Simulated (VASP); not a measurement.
# H4C in VASP: notebook

The runs below take H4C through single point, relaxation of the atoms, with PBE+D3(BJ).

Everything below comes from runs of VASP 6.6.1. Logs are shortened: lines on timing, memory, paths and dates and some standing lists are left out, and cuts for length are marked.

### 1 The cell of the first run

The cell holds an amorphous packing of atoms, 40 atoms: a = 7.683 Å, b = 7.683 Å, c = 7.683 Å, α = 90.00°, β = 90.00°, γ = 90.00°.

### 2 Single point, PBE+D3(BJ)

The input, INCAR:

```
ALGO = Normal
EDIFF = 1E-6
ENCUT = 520
GGA = PE
ISIF = 2
ISMEAR = -1
IVDW = 12
LASPH = True
LCHARG = True
LELF = True
LREAL = Auto
LVHAR = True
LWAVE = False
NBANDS = 58
NELM = 60
PREC = Accurate
SIGMA = 0.05
```

The input, KPOINTS:

```
k-points
0
Gamma
  1 1 1
```

The input, POSCAR:

```
H4C
1.0
    7.6834750000      0.0000000000      0.0000000000
    0.0000000000      7.6834750000      0.0000000000
    0.0000000000      0.0000000000      7.6834750000
C H
8 32
Direct
    0.7003239859      0.6190219452      1.0023976660
    0.0812214183      0.5424957932      0.8210541357
    0.3933216946      0.3074764914      0.0920411275
    0.4004811582      0.8784551045      0.2479486277
    0.5466032979      0.1692789681      0.6313187806
    0.8702215484      0.8153507340      0.5124814115
    0.9159888202      0.0670414019      1.0009036417
    0.0827792293      0.2846704934      0.4273038234
    0.7213884899      0.4785718679      0.9932985047
    0.5722387327      0.6440503318      1.0585188022
    0.7079770681      0.6761954343      0.8721619795
    0.8002643170      0.6772860911      1.0855612105
    0.0556073203      0.6780289050      0.8571136853
    0.0768949228      0.4606687033      0.9374151344
    0.2099569455      0.5318547368      0.7607506364
   -0.0182359959      0.4987875519      0.7289657501
    0.4477417785      0.3275680747      0.2220962311
    0.2775321505      0.2251321804      0.1012381788
    0.4904253092      0.2444696924      0.0090407613
    0.3580979560      0.4330654176      0.0353708059
    0.3343442486      0.9629392653      0.3413959625
    0.5403844696      0.9049628392      0.2513738856
    0.3508330166      0.9049110264      0.1168254638
    0.3771311943      0.7419117371      0.2817758505
    0.5940894301      0.1580385651      0.4974894760
    0.4788669691      0.2935795206      0.6482084703
    0.6567936303      0.1623374874      0.7213578044
    0.4563221865      0.0622315406      0.6585699372
    0.9461927065      0.8848578148      0.6108576841
    0.7643781451      0.7443848571      0.5762865677
    0.9544127616      0.7231300607      0.4438883387
    0.8156716267      0.9087616857      0.4199131806
    0.9684588065     -0.0142117775      1.1056702882
    0.8076775580     -0.0008971185      0.9380817498
    1.0181756073      0.0933682730      0.9049240612
    0.8696933813      0.1902050324      1.0553925137
    0.1534978569      0.4013976941      0.4682256248
   -0.0252064432      0.2602490327      0.5170718074
    0.1712517541      0.1733158744      0.4284332331
    0.0324182467      0.3031997708      0.2954315060
```

Potentials or basis: VASP PAW PBE potentials, release 64 (C, H).

Command:

```
> cat potpaw_PBE.64/C/POTCAR potpaw_PBE.64/H/POTCAR > POTCAR
> mpirun -np 1 vasp_gam > vasp.out
```

OUTCAR:

```text
EDIFF = 1E-6
   ENCUT = 520
   GGA = PE
   ISIF = 2
   ISMEAR = -1
   IVDW = 12
   LASPH = True
   LREAL = Auto
   NELM = 60
   PREC = Accurate
 IVDW          = 12

 ion  position               nearest neighbor table
   1  0.700  0.619  0.002-  10 1.09   9 1.09  11 1.09  12 1.09
   2  0.081  0.542  0.821-  14 1.09  16 1.09  15 1.10  13 1.10
   3  0.393  0.307  0.092-  20 1.09  18 1.09  17 1.09  19 1.09
   4  0.400  0.878  0.248-  21 1.09  22 1.09  24 1.10  23 1.10
   5  0.547  0.169  0.631-  25 1.09  27 1.09  26 1.10  28 1.10
   6  0.870  0.815  0.512-  32 1.09  29 1.09  31 1.09  30 1.09
   7  0.916  0.067  0.001-  36 1.09  34 1.09  33 1.10  35 1.10
   8  0.083  0.285  0.427-  39 1.09  40 1.09  37 1.09  38 1.10
   9  0.721  0.479  0.993-   1 1.09
  10  0.572  0.644  0.059-   1 1.09
  11  0.708  0.676  0.872-   1 1.09
  12  0.800  0.677  0.086-   1 1.09
  13  0.056  0.678  0.857-   2 1.10
  14  0.077  0.461  0.937-   2 1.09
[... 24 lines left out ...]
  39  0.171  0.173  0.428-   8 1.09
  40  0.032  0.303  0.295-   8 1.09

  LATTYP: Found a simple cubic cell.
 ALAT       =     7.6834750000

  Lattice vectors:

 A1 = (   7.6834750000,   0.0000000000,   0.0000000000)
 A2 = (   0.0000000000,   7.6834750000,   0.0000000000)
 A3 = (   0.0000000000,   0.0000000000,   7.6834750000)

Analysis of symmetry for initial positions (statically):
=====================================================================
 Subroutine PRICEL returns:
 Original cell was already a primitive cell.

 Routine SETGRP: Setting up the symmetry group for a
 simple cubic supercell.

 Subroutine GETGRP returns: Found  1 space group operations
 (whereof  1 operations were pure point group operations)
 out of a pool of 48 trial point group operations.

The static configuration has the point symmetry C_1 .

Analysis of symmetry for dynamics (positions and initial velocities):
=====================================================================
 Subroutine PRICEL returns:
 Original cell was already a primitive cell.

 Routine SETGRP: Setting up the symmetry group for a
 simple cubic supercell.

 Subroutine GETGRP returns: Found  1 space group operations
 (whereof  1 operations were pure point group operations)
 out of a pool of 48 trial point group operations.

The dynamic configuration has the point symmetry C_1 .

 Subroutine INISYM returns: Found  1 space group operations
 (whereof  1 operations are pure point group operations),
 and found     1 'primitive' translations

----------------------------------------------------------------------------------------

                                     Primitive cell

  volume of cell :     453.6000

  direct lattice vectors                    reciprocal lattice vectors
     7.683475000  0.000000000  0.000000000     0.130149444  0.000000000  0.000000000
     0.000000000  7.683475000  0.000000000     0.000000000  0.130149444  0.000000000
     0.000000000  0.000000000  7.683475000     0.000000000  0.000000000  0.130149444

  length of vectors
     7.683475000  7.683475000  7.683475000     0.130149444  0.130149444  0.130149444

  position of ions in fractional coordinates (direct lattice)
     0.700323986  0.619021945  0.002397666
     0.081221418  0.542495793  0.821054136
     0.393321695  0.307476491  0.092041128
     0.400481158  0.878455104  0.247948628
     0.546603298  0.169278968  0.631318781
     0.870221548  0.815350734  0.512481411
[... 32 lines left out ...]
     0.171251754  0.173315874  0.428433233
     0.032418247  0.303199771  0.295431506

  ion indices of the primitive-cell ions
   primitive index   ion index
                 1           1
                 2           2
                 3           3
                 4           4
                 5           5
                 6           6
[... 32 lines left out ...]
                39          39
                40          40

----------------------------------------------------------------------------------------

 KPOINTS: k-points

Automatic generation of k-mesh.
 Grid dimensions read from file:
 generate k-points for:    1    1    1

 Generating k-lattice:

  Cartesian coordinates                     Fractional coordinates (reciprocal lattice)
     0.130149444  0.000000000  0.000000000     1.000000000  0.000000000  0.000000000
     0.000000000  0.130149444  0.000000000     0.000000000  1.000000000  0.000000000
     0.000000000  0.000000000  0.130149444     0.000000000  0.000000000  1.000000000

  Length of vectors
     0.130149444  0.130149444  0.130149444

  Shift w.r.t. Gamma in fractional coordinates (k-lattice)
     0.000000000  0.000000000  0.000000000

 Subroutine IBZKPT returns following result:
 ===========================================

 Found      1 irreducible k-points:

 Following reciprocal coordinates:
            Coordinates               Weight
  0.000000  0.000000  0.000000      1.000000
   k-points           NKPTS =      1   k-points in BZ     NKDIM =      1   number of bands    NBANDS=     58
   number of dos      NEDOS =    301   number of ions     NIONS =     40
   total plane-waves  NPLWV = 216000
   dimension x,y,z NGX =    60 NGY =   60 NGZ =   60
   dimension x,y,z NGXF=   120 NGYF=  120 NGZF=  120
   ions per type =               8  32
   NGX,Y,Z   is equivalent  to a cutoff of  12.98, 12.98, 12.98 a.u.
   NGXF,Y,Z  is equivalent  to a cutoff of  25.96, 25.96, 25.96 a.u.
 SYSTEM =  unknown system
   PREC   = accura    normal or accurate (medium, high low for compatibility)
   ISTART =      0    job   : 0-new  1-cont  2-samecut
   ICHARG =      2    charge: 1-file 2-atom 10-const
   ISPIN  =      1    spin polarized calculation?
   LNONCOLLINEAR =      F non collinear calculations
   LSORBIT =      F    spin-orbit coupling
   LASPH  =      T    aspherical Exc in radial PAW
   ENCUT  =  520.0 eV  38.22 Ry    6.18 a.u.  14.29 14.29 14.29*2*pi/ulx,y,z
   NELM   =     60;   NELMIN=  2; NELMDL= -5     # of ELM steps
   EDIFF  = 0.1E-05   stopping-criterion for ELM
   LREAL  =      T    real-space projection
   EDIFFG = 0.1E-04   stopping-criterion for IOM
   NSW    =      0    number of steps for IOM
   IBRION =     -1    ionic relax: 0-MD 1-quasi-New 2-CG
   NFREE  =      0    steps in history (QN), initial steepest desc. (CG)
   ISIF   =      2    stress and relaxation
   ISYM   =      2    0-nonsym 1-usesym 2-fastsym
   POTIM  = 0.5000    time-step for ionic-motion
   TEBEG  =    0.0;   TEEND  =   0.0 temperature during run
   PSTRESS=    0.0 pullay stress
   NELECT =      64.0000    total number of electrons
   NUPDOWN=      -1.0000    fix difference up-down
   EMIN   =  10.00;   EMAX   =-10.00  energy-range for DOS
   EFERMI =   0.00;   METHOD = LEGACY
   ISMEAR =    -1;   SIGMA  =   0.05  broadening in eV -4-tet -1-fermi 0-gaus
   EFERMI_NEDOS =   21; number of points for ismear=-14 and -15
   IALGO  =     38    algorithm
   IMIX   =      4    mixing-type and parameters
     AMIX     =   0.40;   BMIX     =  1.00
     AMIX_MAG =   1.60;   BMIX_MAG =  1.00
  volume/ion in A,a.u.               =      11.34        76.53
  Fermi-wavevector in a.u.,A,eV,Ry     =   0.852270  1.610557  9.882781  0.726364
  Thomas-Fermi vector in A             =   1.968532
   LORBIT       =      0    0 simple, 1 ext, 2 COOP (PROOUT), +10 PAW based schemes
   GGA     = PE    functional components
   LHFCALC =     F    Hartree Fock is set to
   AEXX    =    0.0000 exact exchange contribution
   IVDW    =    12    specifies the selected vdW correction
   LEPSILON=     F    determine dielectric tensor
   LRPA    =     F    only Hartree local field effects (RPA)
 non-spin polarized calculation
  energy-cutoff  :      520.00
  volume of cell :      453.60
 maximum number of plane-waves:      6099
 NGX is ok and might be reduce to    60
   NGX = 29   NGY = 29   NGZ = 29

 number of electron      64.0000000 magnetization

 Free energy of the ion-electron system (eV)
  ---------------------------------------------------
  ext. energy  EPLUGINS =         0.00000000
  ---------------------------------------------------
  free energy    TOTEN  =      -192.13175216 eV

  energy without entropy =     -192.13175216  energy(sigma->0) =     -192.13175216

 E-fermi :  -5.1465     XC(G=0):  -5.8621

 val. band max:       -6.4031049483   @ k =   0.0000   0.0000   0.0000
 cond. band min:       0.7939002848   @ k =   0.0000   0.0000   0.0000
 fundamental gap:      7.1970052331
 Fermi energy:        -5.1464867433

 k-point     1 :       0.0000    0.0000    0.0000
  band No.  band energies     occupation
      1     -15.1035      2.00000
      2     -14.7945      2.00000
      3     -14.7592      2.00000
      4     -14.7492      2.00000
      5     -14.7127      2.00000
      6     -14.6605      2.00000
[... 36 lines left out ...]
     43       4.2765      0.00000
     44       4.4512      0.00000
 [bands above 44 left out]

------------------------ aborting loop because EDIFF is reached ----------------------------------------

 Edisp (eV)   -1.17135

 E8    (eV) :    -0.2443

  FORCE on cell =-STRESS in cart. coord.  units (eV):
  Direction    XX          YY          ZZ          XY          YZ          ZX
  --------------------------------------------------------------------------------------
  -------------------------------------------------------------------------------------
  Total       0.38036     0.34154     0.38562    -0.27024     0.19441    -0.22728
  in kB       1.34348     1.20635     1.36205    -0.95452     0.68668    -0.80277
  external pressure =        1.30 kB  Pullay stress =        0.00 kB

 VOLUME and BASIS-vectors are now :
 -----------------------------------------------------------------------------
  energy-cutoff  :      520.00
  volume of cell :      453.60
      direct lattice vectors                 reciprocal lattice vectors
     7.683475000  0.000000000  0.000000000     0.130149444  0.000000000  0.000000000
     0.000000000  7.683475000  0.000000000     0.000000000  0.130149444  0.000000000
     0.000000000  0.000000000  7.683475000     0.000000000  0.000000000  0.130149444

 POSITION                                       TOTAL-FORCE (eV/Angst)
 -----------------------------------------------------------------------------------
      5.38092      4.75624      0.01842        -0.011910     -0.005283      0.025627
      0.62406      4.16825      6.30855         0.007275      0.033368     -0.010080
      3.02208      2.36249      0.70720        -0.019181     -0.022622     -0.030561
      3.07709      6.74959      1.90511        -0.022064     -0.040272     -0.002232
      4.19981      1.30065      4.85072         0.009928     -0.001028      0.003860
      6.68633      6.26473      3.93764         0.002615      0.018814     -0.017679
[... 32 lines left out ...]
      1.31581      1.33167      3.29186         0.024537     -0.036885     -0.001124
      0.24908      2.32963      2.26994        -0.023353      0.001176      0.000266
 -----------------------------------------------------------------------------------
    total drift:                                0.010656     -0.000661      0.002223

  FREE ENERGIE OF THE ION-ELECTRON SYSTEM (eV)
  ---------------------------------------------------
  free  energy   TOTEN  =      -193.3030995384 eV

  energy  without entropy=     -193.3030995384  energy(sigma->0) =     -193.30309954
```

Wall time 74 s (1 thread of Intel Xeon Platinum 8488C (Sapphire Rapids), shared host); peak memory 0.45 GiB.

Results:

| Item | Value |
| --- | --- |
| Free energy | -193.3031 eV |
| Pressure | 0.1 GPa |
| Largest force | 0.062 eV/Å |
| Band gap on the k mesh | 7.20 eV |
| Dispersion energy per atom | -0.029 eV |

Forces in eV/Å, atoms in the order of the input:
```
C   -0.012 -0.005  0.026
C    0.007  0.033 -0.010
C   -0.019 -0.023 -0.031
C   -0.022 -0.040 -0.002
C    0.010 -0.001  0.004
C    0.003  0.019 -0.018
C    0.015 -0.027 -0.014
C   -0.046  0.040  0.007
H    0.004 -0.004 -0.009
H   -0.014  0.004 -0.006
H   -0.007  0.017 -0.015
H    0.015 -0.003  0.003
H    0.041 -0.017 -0.001
H   -0.006  0.002  0.013
H    0.012  0.011 -0.015
H    0.019  0.034  0.017
H    0.006  0.000  0.051
H    0.024  0.007 -0.009
H    0.004 -0.026 -0.012
H    0.011 -0.011  0.007
H   -0.032  0.005  0.024
H    0.005 -0.002  0.001
H   -0.006 -0.029  0.017
H   -0.003  0.005  0.020
H    0.004  0.002 -0.014
H   -0.009  0.019  0.009
H    0.014  0.009  0.005
H    0.006 -0.003  0.004
H    0.014  0.016  0.015
H   -0.032 -0.012 -0.014
H    0.023 -0.025 -0.020
H   -0.011  0.024 -0.028
H    0.012  0.003  0.001
H    0.005 -0.012 -0.001
H    0.005  0.004 -0.013
H   -0.010  0.022  0.015
H   -0.003 -0.012 -0.015
H   -0.027  0.009  0.007
H    0.025 -0.037 -0.001
H   -0.023  0.001  0.000
```

Caveat: the k points lie up to 0.82 Å⁻¹ apart.

[end of part 1 of 3]
